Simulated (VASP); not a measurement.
# MgS (e600) (Fm-3m) in VASP: notebook

Runs on MgS (e600). Level: PBEsol. Tasks: single point.

All numbers are computed with VASP 6.6.1; they aren't measurements. Logs are shortened: lines on timing, memory, paths and dates and some standing lists are left out, and cuts for length are marked.

**1. The cell of the first run**

It takes space group Fm-3m (No. 225, cubic). Conventional cell: a = 5.183 Å, b = 5.183 Å, c = 5.183 Å, α = 90.00°, β = 90.00°, γ = 90.00°. Within 3.4 Å of Mg (site symmetry m-3m) lie 6 S at 2.59 Å. Within 3.4 Å of S (site symmetry m-3m) lie 6 Mg at 2.59 Å.

**2. Single point, PBEsol**

The input, INCAR:

```
SYSTEM = MgS
PREC = Accurate
ENCUT = 600
EDIFF = 1E-6
ISMEAR = 0
SIGMA = 0.02
LREAL = .False.
LASPH = .True.
NELM = 120
ALGO = Normal
ISIF = 2
LWAVE = .False.
LCHARG = .True.
GGA = PS
LELF = .True.
LVHAR = .True.
NBANDS = 11
GGA_COMPAT = .False.
```

The input, KPOINTS:

```
Automatic mesh
0
Gamma
  6 6 6
  0 0 0
```

The input, POSCAR:

```
MgS
1.0
    0.0000000000      2.5912657697      2.5912657697
    2.5912657697      0.0000000000      2.5912657697
    2.5912657697      2.5912657697      0.0000000000
Mg S
1 1
Direct
    0.0000000000      0.0000000000      0.0000000000
    0.5000000000      0.5000000000      0.5000000000
```

Potentials or basis: VASP PAW PBE potentials, release 64 (Mg, S).

Launch:

```
$ cat potpaw_PBE.64/Mg/POTCAR potpaw_PBE.64/S/POTCAR > POTCAR
$ mpirun -np 1 vasp_std > vasp.out
```

OUTCAR:

```text
SYSTEM = MgS
   PREC = Accurate
   ENCUT = 600
   EDIFF = 1E-6
   ISMEAR = 0
   LREAL = .False.
   LASPH = .True.
   NELM = 120
   ISIF = 2
   GGA = PS

 ion  position               nearest neighbor table
   1  0.000  0.000  0.000-   2 2.59   2 2.59   2 2.59   2 2.59   2 2.59   2 2.59
   2  0.500  0.500  0.500-   1 2.59   1 2.59   1 2.59   1 2.59   1 2.59   1 2.59

  LATTYP: Found a face centered cubic cell.
 ALAT       =     5.1825315394

  Lattice vectors:

 A1 = (   0.0000000000,   2.5912657697,   2.5912657697)
 A2 = (   2.5912657697,   0.0000000000,   2.5912657697)
 A3 = (   2.5912657697,   2.5912657697,   0.0000000000)

Analysis of symmetry for initial positions (statically):
=====================================================================
 Subroutine PRICEL returns:
 Original cell was already a primitive cell.

 Routine SETGRP: Setting up the symmetry group for a
 face centered cubic supercell.

 Subroutine GETGRP returns: Found 48 space group operations
 (whereof 48 operations were pure point group operations)
 out of a pool of 48 trial point group operations.

The static configuration has the point symmetry O_h .

Analysis of symmetry for dynamics (positions and initial velocities):
=====================================================================
 Subroutine PRICEL returns:
 Original cell was already a primitive cell.

 Routine SETGRP: Setting up the symmetry group for a
 face centered cubic supercell.

 Subroutine GETGRP returns: Found 48 space group operations
 (whereof 48 operations were pure point group operations)
 out of a pool of 48 trial point group operations.

The dynamic configuration has the point symmetry O_h .

 Subroutine INISYM returns: Found 48 space group operations
 (whereof 48 operations are pure point group operations),
 and found     1 'primitive' translations

----------------------------------------------------------------------------------------

                                     Primitive cell

  volume of cell :      34.7989

  direct lattice vectors                    reciprocal lattice vectors
     0.000000000  2.591265770  2.591265770    -0.192955893  0.192955893  0.192955893
     2.591265770  0.000000000  2.591265770     0.192955893 -0.192955893  0.192955893
     2.591265770  2.591265770  0.000000000     0.192955893  0.192955893 -0.192955893

  length of vectors
     3.664603195  3.664603195  3.664603195     0.334209410  0.334209410  0.334209410

  position of ions in fractional coordinates (direct lattice)
     0.000000000  0.000000000  0.000000000
     0.500000000  0.500000000  0.500000000

  ion indices of the primitive-cell ions
   primitive index   ion index
                 1           1
                 2           2

----------------------------------------------------------------------------------------

 KPOINTS: Automatic mesh

Automatic generation of k-mesh.
 Grid dimensions read from file:
 generate k-points for:    6    6    6

 Generating k-lattice:

  Cartesian coordinates                     Fractional coordinates (reciprocal lattice)
    -0.032159315  0.032159315  0.032159315     0.166666667  0.000000000  0.000000000
     0.032159315 -0.032159315  0.032159315     0.000000000  0.166666667  0.000000000
     0.032159315  0.032159315 -0.032159315     0.000000000  0.000000000  0.166666667

  Length of vectors
     0.055701568  0.055701568  0.055701568

  Shift w.r.t. Gamma in fractional coordinates (k-lattice)
     0.000000000  0.000000000  0.000000000

 Subroutine IBZKPT returns following result:
 ===========================================

 Found     16 irreducible k-points:

 Following reciprocal coordinates:
            Coordinates               Weight
  0.000000  0.000000  0.000000      1.000000
  0.166667  0.000000  0.000000      8.000000
  0.333333  0.000000  0.000000      8.000000
  0.500000  0.000000  0.000000      4.000000
  0.166667  0.166667  0.000000      6.000000
  0.333333  0.166667  0.000000     24.000000
[... 8 lines left out ...]
 -0.333333  0.333333  0.166667     24.000000
 -0.333333  0.500000  0.166667     12.000000
   k-points           NKPTS =     16   k-points in BZ     NKDIM =     16   number of bands    NBANDS=     11
   number of dos      NEDOS =    301   number of ions     NIONS =      2
   total plane-waves  NPLWV =  27000
   dimension x,y,z NGX =    30 NGY =   30 NGZ =   30
   dimension x,y,z NGXF=    60 NGYF=   60 NGZF=   60
   ions per type =               1   1
   NGX,Y,Z   is equivalent  to a cutoff of  13.61, 13.61, 13.61 a.u.
   NGXF,Y,Z  is equivalent  to a cutoff of  27.22, 27.22, 27.22 a.u.
 SYSTEM =  MgS
   PREC   = accura    normal or accurate (medium, high low for compatibility)
   ISTART =      0    job   : 0-new  1-cont  2-samecut
   ICHARG =      2    charge: 1-file 2-atom 10-const
   ISPIN  =      1    spin polarized calculation?
   LNONCOLLINEAR =      F non collinear calculations
   LSORBIT =      F    spin-orbit coupling
   LASPH  =      T    aspherical Exc in radial PAW
   ENCUT  =  600.0 eV  44.10 Ry    6.64 a.u.   7.32  7.32  7.32*2*pi/ulx,y,z
   NELM   =    120;   NELMIN=  2; NELMDL= -5     # of ELM steps
   EDIFF  = 0.1E-05   stopping-criterion for ELM
   LREAL  =      F    real-space projection
   EDIFFG = 0.1E-04   stopping-criterion for IOM
   NSW    =      0    number of steps for IOM
   IBRION =     -1    ionic relax: 0-MD 1-quasi-New 2-CG
   NFREE  =      0    steps in history (QN), initial steepest desc. (CG)
   ISIF   =      2    stress and relaxation
   ISYM   =      2    0-nonsym 1-usesym 2-fastsym
   POTIM  = 0.5000    time-step for ionic-motion
   TEBEG  =    0.0;   TEEND  =   0.0 temperature during run
   PSTRESS=    0.0 pullay stress
   NELECT =       8.0000    total number of electrons
   NUPDOWN=      -1.0000    fix difference up-down
   EMIN   =  10.00;   EMAX   =-10.00  energy-range for DOS
   EFERMI =   0.00;   METHOD = LEGACY
   ISMEAR =     0;   SIGMA  =   0.02  broadening in eV -4-tet -1-fermi 0-gaus
   EFERMI_NEDOS =   21; number of points for ismear=-14 and -15
   IALGO  =     38    algorithm
   IMIX   =      4    mixing-type and parameters
     AMIX     =   0.40;   BMIX     =  1.00
     AMIX_MAG =   1.60;   BMIX_MAG =  1.00
  volume/ion in A,a.u.               =      17.40       117.42
  Fermi-wavevector in a.u.,A,eV,Ry     =   1.002881  1.895171 13.684344  1.005771
  Thomas-Fermi vector in A             =   2.135397
   LORBIT       =      0    0 simple, 1 ext, 2 COOP (PROOUT), +10 PAW based schemes
   GGA     = PS    functional components
   LHFCALC =     F    Hartree Fock is set to
   AEXX    =    0.0000 exact exchange contribution
   IVDW    =     0    specifies the selected vdW correction
   LEPSILON=     F    determine dielectric tensor
   LRPA    =     F    only Hartree local field effects (RPA)
 non-spin polarized calculation
 Gauss-broadening in eV      SIGMA  =   0.02
  energy-cutoff  :      600.00
  volume of cell :       34.80
 maximum number of plane-waves:      1211
 NGX is ok and might be reduce to    30
   NGX = 15   NGY = 15   NGZ = 15

 number of electron       8.0000000 magnetization

 Free energy of the ion-electron system (eV)
  ---------------------------------------------------
  ext. energy  EPLUGINS =         0.00000000
  ---------------------------------------------------
  free energy    TOTEN  =        -9.07247633 eV

  energy without entropy =       -9.07247633  energy(sigma->0) =       -9.07247633

 E-fermi :   3.9267     XC(G=0):  -9.8857

 val. band max:        3.7858665353   @ k =   0.0000   0.0000   0.0000
 cond. band min:       6.5122352808   @ k =   0.5000   0.5000   0.0000
 fundamental gap:      2.7263687455
 Fermi energy:         3.9266517283

 k-point     1 :       0.0000    0.0000    0.0000
  band No.  band energies     occupation
      1      -8.9668      2.00000
      2       3.7859      2.00000
      3       3.7859      2.00000
      4       3.7859      2.00000
      5       7.4719      0.00000
      6      11.6299      0.00000
      7      11.6299      0.00000
      8      11.6299      0.00000
      9      14.1083      0.00000
     10      14.1083      0.00000
     11      16.1081      0.00000

 k-point     2 :       0.1667    0.0000    0.0000
  band No.  band energies     occupation
      1      -8.6948      2.00000
      2       2.1128      2.00000
      3       3.6095      2.00000
      4       3.6095      2.00000
      5       8.5580      0.00000
      6      11.3515      0.00000
      7      11.9134      0.00000
      8      11.9134      0.00000
      9      13.3878      0.00000
     10      13.3878      0.00000
     11      16.1788      0.00000

 k-point     3 :       0.3333    0.0000    0.0000
  band No.  band energies     occupation
      1      -8.0348      2.00000
      2      -0.1544      2.00000
      3       3.3058      2.00000
      4       3.3058      2.00000
      5       8.4518      0.00000
      6      11.0568      0.00000
      7      11.0568      0.00000
      8      13.1730      0.00000
      9      15.2575      0.00000
     10      15.2583      0.00000
     11      15.2583      0.00000

 k-point     4 :       0.5000    0.0000    0.0000
  band No.  band energies     occupation
      1      -7.6093      2.00000
      2      -1.1743      2.00000
      3       3.1726      2.00000
      4       3.1726      2.00000
      5       8.2022      0.00000
      6      10.6237      0.00000
      7      10.6237      0.00000
      8      13.9805      0.00000
      9      15.8254      0.00000
     10      18.2239      0.00000
     11      18.2239      0.00000
[... 127 lines left out ...]
 k-point    14 :       0.5000    0.3333    0.1667
  band No.  band energies     occupation
      1      -7.5830      2.00000
      2      -0.0012      2.00000
      3       1.5135      2.00000
      4       2.5071      2.00000
      5       9.0530      0.00000
      6      10.2799      0.00000
      7      11.0320      0.00000
      8      13.6260      0.00000
      9      15.3055      0.00000
     10      18.5792      0.00000
     11      19.1592      0.00000

 k-point    15 :      -0.3333    0.3333    0.1667
  band No.  band energies     occupation
      1      -7.2932      2.00000
      2      -0.2542      2.00000
      3       0.9782      2.00000
      4       2.1445      2.00000
      5       9.0879      0.00000
      6      10.4152      0.00000
      7      12.4102      0.00000
      8      12.6754      0.00000
      9      15.9764      0.00000
     10      17.6981      0.00000
     11      19.5482      0.00000

 k-point    16 :      -0.3333    0.5000    0.1667
  band No.  band energies     occupation
      1      -7.1857      2.00000
      2      -0.0875      2.00000
      3       1.1154      2.00000
      4       1.5052      2.00000
      5       8.1774      0.00000
      6       9.8722      0.00000
      7      12.9246      0.00000
      8      13.5300      0.00000
      9      17.5942      0.00000
     10      18.8245      0.00000
     11      19.2902      0.00000

------------------------ aborting loop because EDIFF is reached ----------------------------------------

  FORCE on cell =-STRESS in cart. coord.  units (eV):
  Direction    XX          YY          ZZ          XY          YZ          ZX
  --------------------------------------------------------------------------------------
  -------------------------------------------------------------------------------------
  Total       -0.0404721     -0.0404721     -0.0404721     -0.0000000     -0.0000000      0.0000000
  in kB       -1.8633770     -1.8633770     -1.8633770     -0.0000000     -0.0000000      0.0000000
  external PRESSURE =      -1.8633770 kB  Pullay stress =       0.0000000 kB

 VOLUME and BASIS-vectors are now :
 -----------------------------------------------------------------------------
  energy-cutoff  :      600.00
  volume of cell :       34.80
      direct lattice vectors                 reciprocal lattice vectors
     0.000000000  2.591265770  2.591265770    -0.192955893  0.192955893  0.192955893
     2.591265770  0.000000000  2.591265770     0.192955893 -0.192955893  0.192955893
     2.591265770  2.591265770  0.000000000     0.192955893  0.192955893 -0.192955893

 POSITION                                       TOTAL-FORCE (eV/Angst)
 -----------------------------------------------------------------------------------
      0.00000      0.00000      0.00000         0.000000     -0.000000     -0.000000
      2.59127      2.59127      2.59127        -0.000000      0.000000      0.000000
 -----------------------------------------------------------------------------------
    total drift:                               -0.000000     -0.000000      0.000000

  FREE ENERGIE OF THE ION-ELECTRON SYSTEM (eV)
  ---------------------------------------------------
  free  energy   TOTEN  =        -9.0724763269 eV

  energy  without entropy=       -9.0724763269  energy(sigma->0) =       -9.07247633
```

It took 6.3 s on 1 thread of Intel Xeon 6975P-C (Granite Rapids), shared host; peak memory 0.16 GiB.

What came out:

* Free energy: -9.0725 eV
* Pressure: -0.2 GPa
* Band gap on the k mesh: 2.73 eV, indirect (least direct gap 3.69 eV)

Levels at points of the mesh, in eV from the valence-band top:
| k point | band 1 | band 2 | band 3 | band 4 | band 5 | band 6 | band 7 | band 8 | band 9 |
| --- | --- | --- | --- | --- | --- | --- | --- | --- | --- |
| (0.00, 0.00, 0.00) | -12.75 | 0.00 | 0.00 | 0.00 | 3.69 | 7.84 | 7.84 | 7.84 | 10.32 |
| (0.50, 0.00, 0.00) | -11.40 | -4.96 | -0.61 | -0.61 | 4.42 | 6.84 | 6.84 | 10.19 | 12.04 |
| (0.50, 0.50, 0.00) | -11.01 | -4.33 | -1.74 | -1.74 | 2.73 | 4.20 | 11.99 | 12.85 | 13.38 |

Caveat: the PAW data sets were made with another functional, which shifts forces and pressure a little.

(Continued in part 2 of 2.)
